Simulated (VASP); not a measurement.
Set up this calculation in VASP 6.6.1, as the native input.

```yaml
Task: single point
Functional: PBE
Potentials_or_basis: VASP PAW PBE potentials, release 64 (Al, Ni)
Cutoff: 520 eV
k_mesh: 14 × 14 × 14
Occupations: gaussian, width 0.1 eV
Spin: collinear spin, ferromagnetic start
Starting_moments: "[0.0, -0.3, -0.3, -0.3] μB"
Dipole_correction: no
Further_INCAR_settings: ALGO = Normal; EDIFF = 1e-06; NBANDS = 28
```

The structure of AlNi3 lies in POSCAR:

```
AlNi3
1.0
    3.5307273662      0.0000000000      0.0000000000
    0.0000000000      3.5307273662      0.0000000000
    0.0000000000      0.0000000000      3.5307273662
Al Ni
1 3
Direct
    0.0000000000      0.0000000000      0.0000000000
    0.0000000000      0.5000000000      0.5000000000
    0.5000000000      0.0000000000      0.5000000000
    0.5000000000      0.5000000000      0.0000000000
```

One way to write it, as run:

INCAR

```
ALGO     = Normal         # electronic algorithm
EDIFF    = 1E-6           # SCF threshold, eV
ENCUT    = 520            # plane-wave cutoff, eV
GGA      = PE             # functional
ISIF     = 2              # what is computed and relaxed
ISMEAR   = 0              # smearing method
ISPIN    = 2              # spin polarisation
LASPH    = T              # aspherical terms in the spheres
LCHARG   = F              # write CHGCAR
LMAXMIX  = 4              # l up to which the mixer works
LORBIT   = 11             # projections on sites
LREAL    = F              # projectors in reciprocal space
LWAVE    = F              # write WAVECAR
MAGMOM   = 0 -0.3 -0.3 -0.3 # initial moments
NBANDS   = 28             # bands
NELM     = 150            # most SCF steps
PREC     = Accurate       # precision mode
SIGMA    = 0.1            # smearing width, eV
```

KPOINTS

```
k-points
0
Gamma
  14 14 14
```

Potentials or basis: VASP PAW PBE potentials, release 64 (Al, Ni).

Run with:

```bash
$ cat potpaw_PBE.64/Al/POTCAR potpaw_PBE.64/Ni/POTCAR > POTCAR
$ mpirun -np 1 vasp_std > vasp.out
```

It gave:

* Pressure: 6.0 GPa
* Net moment: -0.70 μB per cell
* Site moments: Al +0.01; Ni -0.25 μB
* Valence electrons inside the program's atomic spheres: Al 0.81; Ni 9.44

Caveat: the cell stands under pressure.

Run time: 2.2 min on 1 thread of Intel(R) Xeon(R) 6975P-C (Granite Rapids) (shared host), peak memory 0.32 GiB.
